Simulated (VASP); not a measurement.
Here is a VASP 6.6.1 calculation.

File INCAR:

```
SYSTEM = SnO
PREC = Accurate ; ENCUT = 600
EDIFF = 1E-7 ; ISMEAR = -1
SIGMA = 0.15 ; LREAL = .FALSE.
LASPH = .TRUE. ; NELM = 120
ALGO = Normal ; ISIF = 3
LWAVE = .FALSE. ; LCHARG = .FALSE.
GGA = PE ; IVDW = 12
IBRION = 2 ; NSW = 80
EDIFFG = -0.001 ; GGA_COMPAT = .FALSE.
NELMIN = 4
```

KPOINTS

```
regular mesh
0
G
  12 12 10
  0 0 0
```

File POSCAR:

```
SnO
1.0
    3.8365550881      0.0000000000      0.0000000000
    0.0000000000      3.8365550881      0.0000000000
    0.0000000000      0.0000000000      4.7594503779
Sn O
2 2
Direct
    0.5000000000      0.0000000000      0.2434679922
    0.0000000000      0.5000000000      0.7565320078
    0.0000000000      0.0000000000      0.0000000000
    0.5000000000      0.5000000000      0.0000000000
```

Potentials or basis: VASP PAW PBE potentials, release 64 (Sn_d, O).

The run is started by

```console
$ cat potpaw_PBE.64/Sn_d/POTCAR potpaw_PBE.64/O/POTCAR > POTCAR
$ mpirun -np 1 vasp_std > vasp.out
```

Task: What does it give for the band gap on the k mesh?

Result: Zero (bands 20 and 21 overlap by 0.09 eV).

Task: Estimate the dispersion energy per atom.

Result: -0.237 eV.

Task: Estimate the relaxed cell.

Result: a = 3.832 Å, b = 3.832 Å, c = 4.728 Å, α = 90.00°, β = 90.00°, γ = 90.00°.

Task: Predict the relaxed volume.

Result: 17.36 Å³/atom.

Final structure:
```
CELL_PARAMETERS angstrom
3.83207 0.00000 0.00000
0.00000 3.83207 0.00000
0.00000 0.00000 4.72839
ATOMIC_POSITIONS crystal
Sn 0.50000 0.00000 0.24628
Sn 0.00000 0.50000 0.75372
O 0.00000 0.00000 0.00000
O 0.50000 0.50000 0.00000
```

Caveat: semilocal functionals underestimate gaps, and a narrow one can read as zero; spin-orbit coupling is left out, which moves the levels of the heavy elements.
